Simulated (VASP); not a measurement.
Write the native input for VASP 6.6.1 that does the following.

```yaml
Task: single point
Functional: r2SCAN
Potentials_or_basis: VASP PAW PBE potentials, release 64 (Cs_sv)
Cutoff: 520 eV
k_mesh: 7 × 7 × 7
Occupations: fermi-dirac, width 0.1 eV
Spin: no spin polarisation
Dipole_correction: no
Further_INCAR_settings: ALGO = Normal; EDIFF = 1e-06; NBANDS = 10
```

The system is Cs.

```
Cs
1.0
    -3.13489    3.13489    3.13489
     3.13489   -3.13489    3.13489
     3.13489    3.13489   -3.13489
Cs
1
Direct
  0.00000 0.00000 0.00000
```

One way to write it, as run:

POSCAR

```
Cs
1.0
   -3.1348857123      3.1348857123      3.1348857123
    3.1348857123     -3.1348857123      3.1348857123
    3.1348857123      3.1348857123     -3.1348857123
Cs
1
Direct
    0.0000000000      0.0000000000      0.0000000000
```

INCAR.step1

```
PREC = Accurate
ENCUT = 520
ISMEAR = -1
SIGMA = 0.1
LREAL = F
LASPH = T
NELM = 100
NBANDS = 10
GGA = PE
ALGO = Normal
EDIFF = 1E-4
LWAVE = T
LCHARG = F
```

INCAR.step2

```
PREC = Accurate
ENCUT = 520
EDIFF = 1E-6
ISMEAR = -1
SIGMA = 0.1
LREAL = F
LASPH = T
NELM = 100
ALGO = Normal
ISIF = 2
LWAVE = F
LCHARG = T
METAGGA = R2SCAN
LMIXTAU = T
LELF = T
LVHAR = T
NBANDS = 10
ISTART = 1
```

KPOINTS

```
Automatic mesh
0
Gamma
  7 7 7
```

Potentials or basis: VASP PAW PBE potentials, release 64 (Cs_sv).

The run is started by

```bash
$ cat potpaw_PBE.64/Cs_sv/POTCAR > POTCAR
$ cp INCAR.step1 INCAR
$ mpirun -np 1 vasp_std > vasp.out
$ cp INCAR.step2 INCAR
$ mpirun -np 1 vasp_std > vasp.out
```

Results of the run:

- Pressure: 0.0 GPa
- Band gap on the k mesh: zero (an odd number of electrons rules out a gap without spin polarisation)

Caveat: the PAW data sets were made with another functional, which shifts forces and pressure a little; spin-orbit coupling is left out, which moves the levels of the heavy elements.

Wall time 50 s on 1 thread of Intel(R) Xeon(R) 6975P-C (Granite Rapids), with other jobs on the host, peak memory 0.26 GiB.
